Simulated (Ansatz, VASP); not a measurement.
**Se: VASP beside Ansatz**

```
CELL_PARAMETERS angstrom
4.30975 0.00000 0.00000
0.00000 0.00000 -4.45049
-2.15488 6.13395 0.00000
ATOMIC_POSITIONS crystal
Se 0.13871 0.25000 0.27742
Se 0.86129 0.75000 0.72258
```

Alike in both runs: task single point; functional PBE; k mesh 8 × 6 × 8; occupations gaussian, width 0.1 eV; collinear spin.

|  | VASP | Ansatz |
| --- | --- | --- |
| version | VASP 6.6.1 | Ansatz 0.2.0 |
| potentials or method | VASP PAW PBE potentials, release 64 (Se), cutoff 400 eV | scalar-relativistic, plane waves, PAW |
| valence electrons in the cell | 12 | 32 |

VASP gave:

```
gap on the k mesh at the Fermi level (eV)                     : none
rms of the force components (eV/Å)                            : 0.115
net moment per atom (μB)                                      : 2.00
size of the moment on the site where the two differ most (μB) : 1.20
```

Question: What did Ansatz give for the same quantities?

Answer: gap on the k mesh at the Fermi level (eV): none; rms of the force components (eV/Å): 0.115; net moment per atom (μB): 2.00; size of the moment on the site where the two differ most (μB): 1.89.

Site moments also hang on the region over which each program counts them. Atom by atom the forces differ by 0.000 eV/Å (rms over components). A gap of «none» marks a metal or a gap that the smearing closes. VASP's potentials hold 12 valence electrons a cell and Ansatz's 32, so a difference there can come from the potentials and not from the codes.
